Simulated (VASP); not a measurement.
A run of VASP 6.6.1 is set up as follows.

Contents of INCAR:

```
SYSTEM = Ti
ALGO = Normal
EDIFF = 1E-6
EDIFFG = -0.005
ENCUT = 600
GGA = PS
IBRION = 2
ISIF = 3
ISMEAR = -1
LASPH = .TRUE.
LCHARG = .FALSE.
LREAL = .FALSE.
LWAVE = .FALSE.
NELM = 60
NSW = 32
PREC = Accurate
PSTRESS = 300.0
SIGMA = 0.1
```

The input KPOINTS:

```
k-points
0
G
  16 16 16
  0 0 0
```

The input POSCAR:

```
Ti
1.0
    2.3967599945      0.0000000000      0.0000000000
    0.0000000000      2.3967599945      0.0000000000
    0.0000000000      0.0000000000      2.3967599945
Ti
1
Direct
    0.0000000000      0.0000000000      0.0000000000
```

Potentials or basis: VASP PAW PBE potentials, release 64 (Ti_sv).

Command:

```bash
$ cat potpaw_PBE.64/Ti_sv/POTCAR > POTCAR
$ mpirun -np 1 vasp_std > vasp.out
```

Task: What does it give for the band gap on the k mesh?

Result: Zero (band 6 reaches 11.48 eV, above the bottom of band 7 at 8.61 eV).

Final structure:
```
Ti
1.0
     2.39676    0.00000    0.00000
     0.00000    2.39676    0.00000
     0.00000    0.00000    2.39676
Ti
1
Direct
  0.00000 0.00000 0.00000
```

Caveat: the relaxation stopped at its first step, so nothing moved; the cell is relaxed towards a set pressure, so the enthalpy falls and the energy may rise.
